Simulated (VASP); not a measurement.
# SiMo3 (Pm-3m) in VASP: notebook

Runs on SiMo3. Level: r2SCAN. Tasks: single point.

All numbers are computed with VASP 6.6.1; they aren't measurements. Logs are shortened: lines on timing, memory, paths and dates and some standing lists are left out, and cuts for length are marked.

## 1. The cell of the first run

Symmetry: Pm-3m, No. 221, cubic system. Conventional cell: a = 3.900 Å, b = 3.900 Å, c = 3.900 Å, α = 90.00°, β = 90.00°, γ = 90.00°. Si (site symmetry m-3m) has 12 Mo at 2.76 Å within 3.6 Å. Mo (site symmetry 4/mmm) has 4 Si at 2.76 Å and 8 Mo at 2.76 Å within 3.6 Å.

## 2. Single point, r2SCAN

File POSCAR:

```
SiMo3
1.0
    3.8995014560      0.0000000000      0.0000000000
    0.0000000000      3.8995014560      0.0000000000
    0.0000000000      0.0000000000      3.8995014560
Si Mo
1 3
Direct
    0.0000000000      0.0000000000      0.0000000000
    0.0000000000      0.5000000000      0.5000000000
    0.5000000000      0.0000000000      0.5000000000
    0.5000000000      0.5000000000      0.0000000000
```

File INCAR.step1:

```
SYSTEM = SiMo3
  PREC = Accurate
  ENCUT = 520
  ISMEAR = 0
  SIGMA = 0.1
  LREAL = .False.
  LASPH = .True.
  NELM = 80
  NBANDS = 31
  GGA = PE
  ALGO = Normal
  EDIFF = 1E-4
  LWAVE = .True.
  LCHARG = .False.
```

File INCAR.step2:

```
SYSTEM = SiMo3
  PREC = Accurate
  ENCUT = 520
  EDIFF = 1E-7
  ISMEAR = 0
  SIGMA = 0.1
  LREAL = .False.
  LASPH = .True.
  NELM = 80
  ALGO = Normal
  ISIF = 2
  LWAVE = .False.
  LCHARG = .False.
  METAGGA = R2SCAN
  LMIXTAU = .True.
  NBANDS = 31
  ISTART = 1
```

File KPOINTS:

```
regular mesh
0
Gamma
  4 4 4
  0 0 0
```

Potentials or basis: VASP PAW PBE potentials, release 64 (Si, Mo_sv).

The run is started by

```
cat potpaw_PBE.64/Si/POTCAR potpaw_PBE.64/Mo_sv/POTCAR > POTCAR
cp INCAR.step1 INCAR
mpirun -np 1 vasp_std > vasp.out
cp INCAR.step2 INCAR
mpirun -np 1 vasp_std > vasp.out
```

OUTCAR:

```text
SYSTEM = SiMo3
   PREC = Accurate
   ENCUT = 520
   EDIFF = 1E-7
   ISMEAR = 0
   LREAL = .False.
   LASPH = .True.
   NELM = 80
   ISIF = 2
   METAGGA = R2SCAN
   ISTART = 1

 ion  position               nearest neighbor table
   1  0.000  0.000  0.000-   2 2.76   3 2.76   4 2.76   2 2.76   3 2.76   2 2.76   4 2.76   2 2.76
                             3 2.76   4 2.76   3 2.76   4 2.76
   2  0.000  0.500  0.500-   1 2.76   3 2.76   4 2.76   1 2.76   4 2.76   1 2.76   3 2.76   1 2.76
                             3 2.76   4 2.76   4 2.76   3 2.76
   3  0.500  0.000  0.500-   1 2.76   2 2.76   4 2.76   1 2.76   4 2.76   2 2.76   4 2.76   4 2.76
                             1 2.76   2 2.76   1 2.76   2 2.76
   4  0.500  0.500  0.000-   1 2.76   2 2.76   3 2.76   2 2.76   3 2.76   1 2.76   3 2.76   3 2.76
                             1 2.76   2 2.76   2 2.76   1 2.76

  LATTYP: Found a simple cubic cell.
 ALAT       =     3.8995014560

  Lattice vectors:

 A1 = (   3.8995014560,   0.0000000000,   0.0000000000)
 A2 = (   0.0000000000,   3.8995014560,   0.0000000000)
 A3 = (   0.0000000000,   0.0000000000,   3.8995014560)

Analysis of symmetry for initial positions (statically):
=====================================================================
 Subroutine PRICEL returns:
 Original cell was already a primitive cell.

 Routine SETGRP: Setting up the symmetry group for a
 simple cubic supercell.

 Subroutine GETGRP returns: Found 48 space group operations
 (whereof 48 operations were pure point group operations)
 out of a pool of 48 trial point group operations.

The static configuration has the point symmetry O_h .

Analysis of symmetry for dynamics (positions and initial velocities):
=====================================================================
 Subroutine PRICEL returns:
 Original cell was already a primitive cell.

 Routine SETGRP: Setting up the symmetry group for a
 simple cubic supercell.

 Subroutine GETGRP returns: Found 48 space group operations
 (whereof 48 operations were pure point group operations)
 out of a pool of 48 trial point group operations.

The dynamic configuration has the point symmetry O_h .

 Subroutine INISYM returns: Found 48 space group operations
 (whereof 48 operations are pure point group operations),
 and found     1 'primitive' translations

----------------------------------------------------------------------------------------

                                     Primitive cell

  volume of cell :      59.2963

  direct lattice vectors                    reciprocal lattice vectors
     3.899501456  0.000000000  0.000000000     0.256443038  0.000000000  0.000000000
     0.000000000  3.899501456  0.000000000     0.000000000  0.256443038  0.000000000
     0.000000000  0.000000000  3.899501456     0.000000000  0.000000000  0.256443038

  length of vectors
     3.899501456  3.899501456  3.899501456     0.256443038  0.256443038  0.256443038

  position of ions in fractional coordinates (direct lattice)
     0.000000000  0.000000000  0.000000000
     0.000000000  0.500000000  0.500000000
     0.500000000  0.000000000  0.500000000
     0.500000000  0.500000000  0.000000000

  ion indices of the primitive-cell ions
   primitive index   ion index
                 1           1
                 2           2
                 3           3
                 4           4

----------------------------------------------------------------------------------------

 KPOINTS: regular mesh

Automatic generation of k-mesh.
 Grid dimensions read from file:
 generate k-points for:    4    4    4

 Generating k-lattice:

  Cartesian coordinates                     Fractional coordinates (reciprocal lattice)
     0.064110759  0.000000000  0.000000000     0.250000000  0.000000000  0.000000000
     0.000000000  0.064110759  0.000000000     0.000000000  0.250000000  0.000000000
     0.000000000  0.000000000  0.064110759     0.000000000  0.000000000  0.250000000

  Length of vectors
     0.064110759  0.064110759  0.064110759

  Shift w.r.t. Gamma in fractional coordinates (k-lattice)
     0.000000000  0.000000000  0.000000000

 Subroutine IBZKPT returns following result:
 ===========================================

 Found     10 irreducible k-points:

 Following reciprocal coordinates:
            Coordinates               Weight
  0.000000  0.000000  0.000000      1.000000
  0.250000  0.000000  0.000000      6.000000
  0.500000  0.000000  0.000000      3.000000
  0.250000  0.250000  0.000000     12.000000
  0.500000  0.250000  0.000000     12.000000
  0.500000  0.500000  0.000000      3.000000
  0.250000  0.250000  0.250000      8.000000
  0.500000  0.250000  0.250000     12.000000
  0.500000  0.500000  0.250000      6.000000
  0.500000  0.500000  0.500000      1.000000
   k-points           NKPTS =     10   k-points in BZ     NKDIM =     10   number of bands    NBANDS=     31
   number of dos      NEDOS =    301   number of ions     NIONS =      4
   total plane-waves  NPLWV =  27000
   dimension x,y,z NGX =    30 NGY =   30 NGZ =   30
   dimension x,y,z NGXF=    60 NGYF=   60 NGZF=   60
   ions per type =               1   3
   NGX,Y,Z   is equivalent  to a cutoff of  12.79, 12.79, 12.79 a.u.
   NGXF,Y,Z  is equivalent  to a cutoff of  25.58, 25.58, 25.58 a.u.
 SYSTEM =  SiMo3
   PREC   = accura    normal or accurate (medium, high low for compatibility)
   ISTART =      1    job   : 0-new  1-cont  2-samecut
   ICHARG =      0    charge: 1-file 2-atom 10-const
   ISPIN  =      1    spin polarized calculation?
   LNONCOLLINEAR =      F non collinear calculations
   LSORBIT =      F    spin-orbit coupling
   LASPH  =      T    aspherical Exc in radial PAW
   ENCUT  =  520.0 eV  38.22 Ry    6.18 a.u.   7.25  7.25  7.25*2*pi/ulx,y,z
   NELM   =     80;   NELMIN=  2; NELMDL=  0     # of ELM steps
   EDIFF  = 0.1E-06   stopping-criterion for ELM
   LREAL  =      F    real-space projection
   EDIFFG = 0.1E-05   stopping-criterion for IOM
   NSW    =      0    number of steps for IOM
   IBRION =     -1    ionic relax: 0-MD 1-quasi-New 2-CG
   NFREE  =      0    steps in history (QN), initial steepest desc. (CG)
   ISIF   =      2    stress and relaxation
   ISYM   =      2    0-nonsym 1-usesym 2-fastsym
   POTIM  = 0.5000    time-step for ionic-motion
   TEBEG  =    0.0;   TEEND  =   0.0 temperature during run
   PSTRESS=    0.0 pullay stress
   NELECT =      46.0000    total number of electrons
   NUPDOWN=      -1.0000    fix difference up-down
   EMIN   =  10.00;   EMAX   =-10.00  energy-range for DOS
   EFERMI =   0.00;   METHOD = LEGACY
   ISMEAR =     0;   SIGMA  =   0.10  broadening in eV -4-tet -1-fermi 0-gaus
   EFERMI_NEDOS =   21; number of points for ismear=-14 and -15
   IALGO  =     38    algorithm
   IMIX   =      4    mixing-type and parameters
     AMIX     =   0.40;   BMIX     =  1.00
     AMIX_MAG =   1.60;   BMIX_MAG =  1.00
  volume/ion in A,a.u.               =      14.82       100.04
  Fermi-wavevector in a.u.,A,eV,Ry     =   1.504244  2.842609 30.786592  2.262751
  Thomas-Fermi vector in A             =   2.615249
   LORBIT       =      0    0 simple, 1 ext, 2 COOP (PROOUT), +10 PAW based schemes
   METAGGA = R2SCAN    functional components
   LHFCALC =     F    Hartree Fock is set to
   AEXX    =    0.0000 exact exchange contribution
   IVDW    =     0    specifies the selected vdW correction
   LEPSILON=     F    determine dielectric tensor
   LRPA    =     F    only Hartree local field effects (RPA)
 non-spin polarized calculation
 Gauss-broadening in eV      SIGMA  =   0.10
  energy-cutoff  :      520.00
  volume of cell :       59.30
 maximum number of plane-waves:      1628
 NGX is ok and might be reduce to    30
   NGX = 15   NGY = 15   NGZ = 15

 number of electron      45.9999988 magnetization

 Free energy of the ion-electron system (eV)
  ---------------------------------------------------
  ext. energy  EPLUGINS =         0.00000000
  ---------------------------------------------------
  free energy    TOTEN  =       -86.99324828 eV

  energy without entropy =      -86.97041947  energy(sigma->0) =      -86.98183387

 E-fermi :  12.7297     XC(G=0): -14.1633

 val. band max:       12.7258416611   @ k =   0.5000   0.5000   0.0000
 cond. band min:      12.7495359413   @ k =   0.5000   0.0000   0.0000
 fundamental gap:      0.0236942802
 Fermi energy:        12.7297489333

 k-point     1 :       0.0000    0.0000    0.0000
  band No.  band energies     occupation
      1     -50.5564      2.00000
      2     -50.2186      2.00000
      3     -50.2186      2.00000
      4     -24.3816      2.00000
      5     -24.3816      2.00000
      6     -24.3816      2.00000
[... 23 lines left out ...]
     30      17.3211      0.00000
     31      17.3211      0.00000

 k-point     2 :       0.2500    0.0000    0.0000
  band No.  band energies     occupation
      1     -50.5137      2.00000
      2     -50.2619      2.00000
      3     -50.2180      2.00000
      4     -24.2880      2.00000
      5     -24.2880      2.00000
      6     -24.2338      2.00000
[... 23 lines left out ...]
     30      16.2830      0.00000
     31      17.3249      0.00000

 k-point     3 :       0.5000    0.0000    0.0000
  band No.  band energies     occupation
      1     -50.4444      2.00000
      2     -50.3320      2.00000
      3     -50.2174      2.00000
      4     -24.1576      2.00000
      5     -24.1576      2.00000
      6     -23.9131      2.00000
[... 23 lines left out ...]
     30      17.3287      0.00000
     31      18.1622      0.00000

 k-point     4 :       0.2500    0.2500    0.0000
  band No.  band energies     occupation
      1     -50.4757      2.00000
      2     -50.2747      2.00000
      3     -50.2426      2.00000
      4     -24.3472      2.00000
      5     -24.1889      2.00000
      6     -24.0218      2.00000
[... 159 lines left out ...]
     30      16.7564      0.00000
     31      16.8241      0.00000

 k-point     9 :       0.5000    0.5000    0.2500
  band No.  band energies     occupation
      1     -50.3296      2.00000
      2     -50.3293      2.00000
      3     -50.3293      2.00000
      4     -24.5769      2.00000
      5     -24.3105      2.00000
      6     -24.1517      2.00000
[... 23 lines left out ...]
     30      16.7554      0.00000
     31      16.7554      0.00000

 k-point    10 :       0.5000    0.5000    0.5000
  band No.  band energies     occupation
      1     -50.3285      2.00000
      2     -50.3285      2.00000
      3     -50.3285      2.00000
      4     -24.7652      2.00000
      5     -24.3064      2.00000
      6     -24.3064      2.00000
[... 23 lines left out ...]
     30      16.6326      0.00000
     31      16.6326      0.00000

------------------------ aborting loop because EDIFF is reached ----------------------------------------

  FORCE on cell =-STRESS in cart. coord.  units (eV):
  Direction    XX          YY          ZZ          XY          YZ          ZX
  --------------------------------------------------------------------------------------
  -------------------------------------------------------------------------------------
  Total        0.2095880      0.2095880      0.2095880     -0.0000000      0.0000000     -0.0000000
  in kB        5.6630408      5.6630408      5.6630408     -0.0000000      0.0000000     -0.0000000
  external PRESSURE =       5.6630408 kB  Pullay stress =       0.0000000 kB

 VOLUME and BASIS-vectors are now :
 -----------------------------------------------------------------------------
  energy-cutoff  :      520.00
  volume of cell :       59.30
      direct lattice vectors                 reciprocal lattice vectors
     3.899501456  0.000000000  0.000000000     0.256443038  0.000000000  0.000000000
     0.000000000  3.899501456  0.000000000     0.000000000  0.256443038  0.000000000
     0.000000000  0.000000000  3.899501456     0.000000000  0.000000000  0.256443038

 POSITION                                       TOTAL-FORCE (eV/Angst)
 -----------------------------------------------------------------------------------
      0.00000      0.00000      0.00000         0.000000      0.000000      0.000000
      0.00000      1.94975      1.94975         0.000000      0.000000      0.000000
      1.94975      0.00000      1.94975         0.000000      0.000000      0.000000
      1.94975      1.94975      0.00000         0.000000      0.000000      0.000000
 -----------------------------------------------------------------------------------
    total drift:                                0.000000      0.000000     -0.000000

  FREE ENERGIE OF THE ION-ELECTRON SYSTEM (eV)
  ---------------------------------------------------
  free  energy   TOTEN  =       -86.9932482753 eV

  energy  without entropy=      -86.9704194657  energy(sigma->0) =      -86.98183387
```

Wall time 34 s (1 thread of Intel Xeon 6975P-C (Granite Rapids), shared host); peak memory 0.17 GiB.

Results:

```yaml
Free_energy: -86.9932 eV
Pressure: 0.6 GPa
Band_gap_on_the_k_mesh: zero (bands 23 and 24 overlap by 0.97 eV)
```

Caveat: the k points lie up to 0.40 Å⁻¹ apart, too coarse for converged energies and pressures of a metal; the PAW data sets were made with another functional, which shifts forces and pressure a little.

## 3. Single point, r2SCAN

This run uses another cell than the first one, of 14.46 Å³/atom.

File POSCAR:

```
SiMo3
1.0
    3.8674625842      0.0000000000      0.0000000000
    0.0000000000      3.8674625842      0.0000000000
    0.0000000000      0.0000000000      3.8674625842
Si Mo
1 3
Direct
    0.0000000000      0.0000000000      0.0000000000
    0.0000000000      0.5000000000      0.5000000000
    0.5000000000      0.0000000000      0.5000000000
    0.5000000000      0.5000000000      0.0000000000
```

File INCAR.step1:

```
SYSTEM = SiMo3
ALGO = Normal
EDIFF = 1E-4
ENCUT = 520
GGA = PE
ISMEAR = 0
LASPH = .TRUE.
LCHARG = .FALSE.
LREAL = .FALSE.
LWAVE = .TRUE.
NBANDS = 31
NELM = 100
PREC = Accurate
SIGMA = 0.1
```

File INCAR.step2:

```
SYSTEM = SiMo3
ALGO = Normal
EDIFF = 1E-6
ENCUT = 520
ISIF = 2
ISMEAR = 0
ISTART = 1
LASPH = .TRUE.
LCHARG = .FALSE.
LMIXTAU = .TRUE.
LREAL = .FALSE.
LWAVE = .FALSE.
METAGGA = R2SCAN
NBANDS = 31
NELM = 100
PREC = Accurate
SIGMA = 0.1
```

File KPOINTS:

```
k-points
0
G
  6 6 6
  0 0 0
```

Potentials or basis: VASP PAW PBE potentials, release 64 (Si, Mo_sv).

The run is started by

```
cat potpaw_PBE.64/Si/POTCAR potpaw_PBE.64/Mo_sv/POTCAR > POTCAR
cp INCAR.step1 INCAR
mpirun -np 1 vasp_std > vasp.out
cp INCAR.step2 INCAR
mpirun -np 1 vasp_std > vasp.out
```

Wall time 50 s (1 thread of Intel Xeon 6975P-C (Granite Rapids), shared host); peak memory 0.18 GiB.

Results (log left out):

```
Free energy            : -86.7806 eV
Pressure               : 7.5 GPa
Band gap on the k mesh : zero (bands 23 and 24 overlap by 1.33 eV)
```

Levels at points of the mesh, in eV from the Fermi level:
```tsv
k point	band 21	band 22	band 23	band 24	band 25	band 26
(0.00, 0.00, 0.00)	-1.09	-1.09	0.06	0.06	0.06	2.59
(0.50, 0.00, 0.00)	-1.62	-1.42	-1.22	-0.03	0.27	0.27
(0.50, 0.50, 0.00)	-1.58	-1.58	-0.09	-0.07	-0.07	-0.03
(0.50, 0.50, 0.50)	-1.87	-1.87	-0.07	-0.07	-0.07	1.06
```

Caveat: the cell stands under pressure; the PAW data sets were made with another functional, which shifts forces and pressure a little.
